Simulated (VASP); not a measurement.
# Cu in VASP: single point with PBE

Aim: the single point of Cu with PBE.

Program: VASP 6.6.1. These are calculated values, not measurements. Logs are shortened: lines on timing, memory, paths and dates and some standing lists are left out, and cuts for length are marked.

### 1 The cell of the first run

The cell holds a slab with vacuum, 4 atoms: a = 2.567 Å, b = 2.567 Å, c = 20.287 Å, α = 90.00°, β = 90.00°, γ = 120.00°.

### 2 Single point, PBE

INCAR

```
SYSTEM = Cu
ALGO = Normal
EDIFF = 1E-6
ENCUT = 520
GGA = PE
GGA_COMPAT = .FALSE.
ISIF = 2
ISMEAR = 0
LASPH = .TRUE.
LCHARG = .TRUE.
LELF = .TRUE.
LREAL = .FALSE.
LVHAR = .TRUE.
LWAVE = .FALSE.
NBANDS = 30
NELM = 120
NELMDL = -8
PREC = Accurate
SIGMA = 0.05
```

KPOINTS

```
k-points
0
G
  4 4 1
  0 0 0
```

POSCAR

```
Cu
1.0
    2.5667980000      0.0000000000      0.0000000000
   -1.2833990000      2.2229120000      0.0000000000
    0.0000000000      0.0000000000     20.2873440000
Cu
4
Direct
    0.0000000000      0.0000000000      0.3450430000
    0.3333330000      0.6666670000      0.4483480000
    0.6666670000      0.3333330000      0.5516520000
    0.0000000000      0.0000000000      0.6549570000
```

Potentials or basis: VASP PAW PBE potentials, release 64 (Cu).

Launch:

```console
$ cat potpaw_PBE.64/Cu/POTCAR > POTCAR
$ mpirun -np 1 vasp_std > vasp.out
```

OUTCAR:

```text
SYSTEM = Cu
   EDIFF = 1E-6
   ENCUT = 520
   GGA = PE
   ISIF = 2
   ISMEAR = 0
   LASPH = .TRUE.
   LREAL = .FALSE.
   NELM = 120
   NELMDL = -8
   PREC = Accurate

 ion  position               nearest neighbor table
   1  0.000  0.000  0.345-   2 2.57   2 2.57   2 2.57
   2  0.333  0.667  0.448-   3 2.57   3 2.57   3 2.57   1 2.57   1 2.57   1 2.57
   3  0.667  0.333  0.552-   2 2.57   2 2.57   2 2.57   4 2.57   4 2.57   4 2.57
   4  0.000  0.000  0.655-   3 2.57   3 2.57   3 2.57

  LATTYP: Found a hexagonal cell.
 ALAT       =     2.5667980000
 C/A-ratio  =     7.9037555741

  Lattice vectors:

 A1 = (   2.5667980000,   0.0000000000,   0.0000000000)
 A2 = (  -1.2833990000,   2.2229120000,   0.0000000000)
 A3 = (   0.0000000000,   0.0000000000,  20.2873440000)

Analysis of symmetry for initial positions (statically):
=====================================================================
 Subroutine PRICEL returns:
 Original cell was already a primitive cell.

 Routine SETGRP: Setting up the symmetry group for a
 hexagonal supercell.

 Subroutine GETGRP returns: Found 12 space group operations
 (whereof 12 operations were pure point group operations)
 out of a pool of 24 trial point group operations.

The static configuration has the point symmetry D_3d.

Analysis of symmetry for dynamics (positions and initial velocities):
=====================================================================
 Subroutine PRICEL returns:
 Original cell was already a primitive cell.

 Routine SETGRP: Setting up the symmetry group for a
 hexagonal supercell.

 Subroutine GETGRP returns: Found 12 space group operations
 (whereof 12 operations were pure point group operations)
 out of a pool of 24 trial point group operations.

The dynamic configuration has the point symmetry D_3d.

 Subroutine INISYM returns: Found 12 space group operations
 (whereof 12 operations are pure point group operations),
 and found     1 'primitive' translations

----------------------------------------------------------------------------------------

                                     Primitive cell

  volume of cell :     115.7548

  direct lattice vectors                    reciprocal lattice vectors
     2.566798000  0.000000000  0.000000000     0.389590455  0.224930182  0.000000000
    -1.283399000  2.222912000  0.000000000     0.000000000  0.449860363  0.000000000
     0.000000000  0.000000000 20.287344000     0.000000000  0.000000000  0.049291815

  length of vectors
     2.566798000  2.566797762 20.287344000     0.449860322  0.449860363  0.049291815

  position of ions in fractional coordinates (direct lattice)
     0.000000000  0.000000000  0.345043000
     0.333333000  0.666667000  0.448348000
     0.666667000  0.333333000  0.551652000
     0.000000000  0.000000000  0.654957000

  ion indices of the primitive-cell ions
   primitive index   ion index
                 1           1
                 2           2
                 3           3
                 4           4

----------------------------------------------------------------------------------------

 KPOINTS: k-points

Automatic generation of k-mesh.
 Grid dimensions read from file:
 generate k-points for:    4    4    1

 Generating k-lattice:

  Cartesian coordinates                     Fractional coordinates (reciprocal lattice)
     0.097397614  0.056232545  0.000000000     0.250000000  0.000000000  0.000000000
     0.000000000  0.112465091  0.000000000     0.000000000  0.250000000  0.000000000
     0.000000000  0.000000000  0.049291815     0.000000000  0.000000000  1.000000000

  Length of vectors
     0.112465080  0.112465091  0.049291815

  Shift w.r.t. Gamma in fractional coordinates (k-lattice)
     0.000000000  0.000000000  0.000000000

 Subroutine IBZKPT returns following result:
 ===========================================

 Found      4 irreducible k-points:

 Following reciprocal coordinates:
            Coordinates               Weight
  0.000000  0.000000  0.000000      1.000000
  0.250000  0.000000  0.000000      6.000000
  0.500000  0.000000  0.000000      3.000000
  0.250000  0.250000  0.000000      6.000000
   k-points           NKPTS =      4   k-points in BZ     NKDIM =      4   number of bands    NBANDS=     30
   number of dos      NEDOS =    301   number of ions     NIONS =      4
   total plane-waves  NPLWV =  64000
   dimension x,y,z NGX =    20 NGY =   20 NGZ =  160
   dimension x,y,z NGXF=    40 NGYF=   40 NGZF=  320
   ions per type =               4
   NGX,Y,Z   is equivalent  to a cutoff of  12.95, 12.95, 13.11 a.u.
   NGXF,Y,Z  is equivalent  to a cutoff of  25.91, 25.91, 26.22 a.u.
 SYSTEM =  Cu
   PREC   = accura    normal or accurate (medium, high low for compatibility)
   ISTART =      0    job   : 0-new  1-cont  2-samecut
   ICHARG =      2    charge: 1-file 2-atom 10-const
   ISPIN  =      1    spin polarized calculation?
   LNONCOLLINEAR =      F non collinear calculations
   LSORBIT =      F    spin-orbit coupling
   LASPH  =      T    aspherical Exc in radial PAW
   ENCUT  =  520.0 eV  38.22 Ry    6.18 a.u.   4.77  4.77 37.72*2*pi/ulx,y,z
   NELM   =    120;   NELMIN=  2; NELMDL= -8     # of ELM steps
   EDIFF  = 0.1E-05   stopping-criterion for ELM
   LREAL  =      F    real-space projection
   EDIFFG = 0.1E-04   stopping-criterion for IOM
   NSW    =      0    number of steps for IOM
   IBRION =     -1    ionic relax: 0-MD 1-quasi-New 2-CG
   NFREE  =      0    steps in history (QN), initial steepest desc. (CG)
   ISIF   =      2    stress and relaxation
   ISYM   =      2    0-nonsym 1-usesym 2-fastsym
   POTIM  = 0.5000    time-step for ionic-motion
   TEBEG  =    0.0;   TEEND  =   0.0 temperature during run
   PSTRESS=    0.0 pullay stress
   NELECT =      44.0000    total number of electrons
   NUPDOWN=      -1.0000    fix difference up-down
   EMIN   =  10.00;   EMAX   =-10.00  energy-range for DOS
   EFERMI =   0.00;   METHOD = LEGACY
   ISMEAR =     0;   SIGMA  =   0.05  broadening in eV -4-tet -1-fermi 0-gaus
   EFERMI_NEDOS =   21; number of points for ismear=-14 and -15
   IALGO  =     38    algorithm
   IMIX   =      4    mixing-type and parameters
     AMIX     =   0.40;   BMIX     =  1.00
     AMIX_MAG =   1.60;   BMIX_MAG =  1.00
  volume/ion in A,a.u.               =      28.94       195.29
  Fermi-wavevector in a.u.,A,eV,Ry     =   1.185894  2.241015 19.134491  1.406345
  Thomas-Fermi vector in A             =   2.322078
   LORBIT       =      0    0 simple, 1 ext, 2 COOP (PROOUT), +10 PAW based schemes
   GGA     = PE    functional components
   LHFCALC =     F    Hartree Fock is set to
   AEXX    =    0.0000 exact exchange contribution
   IVDW    =     0    specifies the selected vdW correction
   LEPSILON=     F    determine dielectric tensor
   LRPA    =     F    only Hartree local field effects (RPA)
 non-spin polarized calculation
 Gauss-broadening in eV      SIGMA  =   0.05
  energy-cutoff  :      520.00
  volume of cell :      115.75
 maximum number of plane-waves:      3140
 NGX is ok and might be reduce to    20
   NGX =  9   NGY =  9   NGZ = 75

 number of electron      44.0000022 magnetization

 Free energy of the ion-electron system (eV)
  ---------------------------------------------------
  ext. energy  EPLUGINS =         0.00000000
  ---------------------------------------------------
  free energy    TOTEN  =       -13.64633670 eV

  energy without entropy =      -13.64633670  energy(sigma->0) =      -13.64633670

 E-fermi :   0.4611     XC(G=0):  -6.1569

 val. band max:        0.2219802138   @ k =   0.2500   0.2500   0.0000
 cond. band min:       0.7253655495   @ k =   0.2500   0.2500   0.0000
 fundamental gap:      0.5033853358
 Fermi energy:         0.4611105254

 k-point     1 :       0.0000    0.0000    0.0000
  band No.  band energies     occupation
      1      -8.3841      2.00000
      2      -7.2647      2.00000
      3      -5.6210      2.00000
      4      -4.7065      2.00000
      5      -2.7349      2.00000
      6      -2.6493      2.00000
      7      -2.5804      2.00000
      8      -2.5804      2.00000
      9      -2.5566      2.00000
     10      -2.5566      2.00000
     11      -2.4741      2.00000
     12      -2.4506      2.00000
     13      -2.4506      2.00000
     14      -2.4304      2.00000
     15      -2.4304      2.00000
     16      -1.7774      2.00000
     17      -1.7774      2.00000
     18      -1.7459      2.00000
     19      -1.7459      2.00000
     20      -1.5295      2.00000
     21      -1.5295      2.00000
     22      -1.2969      2.00000
     23      -1.2969      2.00000
     24      -0.9310      2.00000
     25       0.1063      2.00000
     26       4.5712      0.00000
     27       4.6811      0.00000
     28       6.2667      0.00000
     29       6.4811      0.00000
     30       8.9562      0.00000

 k-point     2 :       0.2500    0.0000    0.0000
  band No.  band energies     occupation
      1      -6.5272      2.00000
      2      -5.5604      2.00000
      3      -4.2705      2.00000
      4      -3.7438      2.00000
      5      -3.3314      2.00000
      6      -3.0642      2.00000
      7      -2.9403      2.00000
      8      -2.7448      2.00000
      9      -2.6548      2.00000
     10      -2.5612      2.00000
     11      -2.4088      2.00000
     12      -2.3177      2.00000
     13      -2.3118      2.00000
     14      -2.0896      2.00000
     15      -1.9452      2.00000
     16      -1.9372      2.00000
     17      -1.9282      2.00000
     18      -1.8398      2.00000
     19      -1.6665      2.00000
     20      -1.6251      2.00000
     21      -1.4985      2.00000
     22      -1.2670      2.00000
     23      -0.7672      2.00000
     24       1.1115      0.00000
     25       3.1417      0.00000
     26       6.1315      0.00000
     27       6.5922      0.00000
     28       8.1209      0.00000
     29       8.1278      0.00000
     30      10.6968      0.00000

 k-point     3 :       0.5000    0.0000    0.0000
  band No.  band energies     occupation
      1      -4.3637      2.00000
      2      -4.2367      2.00000
      3      -3.9852      2.00000
      4      -3.9656      2.00000
      5      -3.8083      2.00000
      6      -3.5018      2.00000
      7      -2.9510      2.00000
      8      -2.6887      2.00000
      9      -2.4665      2.00000
     10      -2.3682      2.00000
     11      -2.1210      2.00000
     12      -2.0751      2.00000
     13      -1.6708      2.00000
     14      -1.5658      2.00000
     15      -1.3330      2.00000
     16      -1.3312      2.00000
     17      -1.2694      2.00000
     18      -1.2594      2.00000
     19      -1.1387      2.00000
     20      -1.0829      2.00000
     21       0.1444      2.00000
     22       1.0818      0.00000
     23       1.6226      0.00000
     24       1.8848      0.00000
     25       4.5624      0.00000
     26       5.2955      0.00000
     27       6.3267      0.00000
     28       7.5612      0.00000
     29       9.1730      0.00000
     30       9.7933      0.00000

 k-point     4 :       0.2500    0.2500    0.0000
  band No.  band energies     occupation
      1      -4.0947      2.00000
      2      -3.9076      2.00000
      3      -3.6899      2.00000
      4      -3.3959      2.00000
      5      -3.3305      2.00000
      6      -3.1732      2.00000
      7      -3.1525      2.00000
      8      -2.8539      2.00000
      9      -2.8084      2.00000
     10      -2.6349      2.00000
     11      -2.5758      2.00000
     12      -2.4717      2.00000
     13      -2.4008      2.00000
     14      -2.0270      2.00000
     15      -1.8324      2.00000
     16      -1.7562      2.00000
     17      -1.6904      2.00000
     18      -1.4098      2.00000
     19      -1.2859      2.00000
     20      -1.1500      2.00000
     21       0.2220      2.00000
     22       0.7254      0.00000
     23       2.1875      0.00000
     24       4.4358      0.00000
     25       6.7824      0.00000
     26       7.1806      0.00000
     27       7.3913      0.00000
     28       8.2084      0.00000
     29       8.3897      0.00000
     30       9.6248      0.00000

------------------------ aborting loop because EDIFF is reached ----------------------------------------

  FORCE on cell =-STRESS in cart. coord.  units (eV):
  Direction    XX          YY          ZZ          XY          YZ          ZX
  --------------------------------------------------------------------------------------
  -------------------------------------------------------------------------------------
  Total       -0.8768833     -0.8768830     -1.1627176      0.0000000      0.0000000      0.0000000
  in kB      -12.1370519    -12.1370489    -16.0933214      0.0000000      0.0000000      0.0000000
  external PRESSURE =     -13.4558074 kB  Pullay stress =       0.0000000 kB

 VOLUME and BASIS-vectors are now :
 -----------------------------------------------------------------------------
  energy-cutoff  :      520.00
  volume of cell :      115.75
      direct lattice vectors                 reciprocal lattice vectors
     2.566798000  0.000000000  0.000000000     0.389590455  0.224930182  0.000000000
    -1.283399000  2.222912000  0.000000000     0.000000000  0.449860363  0.000000000
     0.000000000  0.000000000 20.287344000     0.000000000  0.000000000  0.049291815

 POSITION                                       TOTAL-FORCE (eV/Angst)
 -----------------------------------------------------------------------------------
      0.00000      0.00000      7.00001        -0.000000      0.000000      0.114674
     -0.00000      1.48194      9.09579         0.000000     -0.000000      0.203265
      1.28340      0.74097     11.19155        -0.000000      0.000000     -0.203265
      0.00000      0.00000     13.28734        -0.000000     -0.000000     -0.114674
 -----------------------------------------------------------------------------------
    total drift:                               -0.000000      0.000000      0.000000

  FREE ENERGIE OF THE ION-ELECTRON SYSTEM (eV)
  ---------------------------------------------------
  free  energy   TOTEN  =       -13.6463366956 eV

  energy  without entropy=      -13.6463366956  energy(sigma->0) =      -13.64633670
```

Run time: 50 s. Hardware: 1 thread of AMD EPYC 7R43 (Zen 3), shared host; peak memory 0.19 GiB.

Results:

| Item | Value |
| --- | --- |
| Free energy | -13.6463 eV |
| Largest force | 0.203 eV/Å |
| Band gap on the k mesh | zero (bands 22 and 23 overlap by 2.38 eV) |

Forces on the atoms (eV/Å):
```
Cu   0.000  0.000  0.115
Cu   0.000  0.000  0.203
Cu   0.000  0.000 -0.203
Cu   0.000  0.000 -0.115
```

Caveat: the k points lie up to 0.71 Å⁻¹ apart, too coarse for converged energies and pressures of a metal; there is no dipole correction, which matters where the two faces differ.

The gap in the log of VASP goes by the Fermi energy; the results here count the filled bands.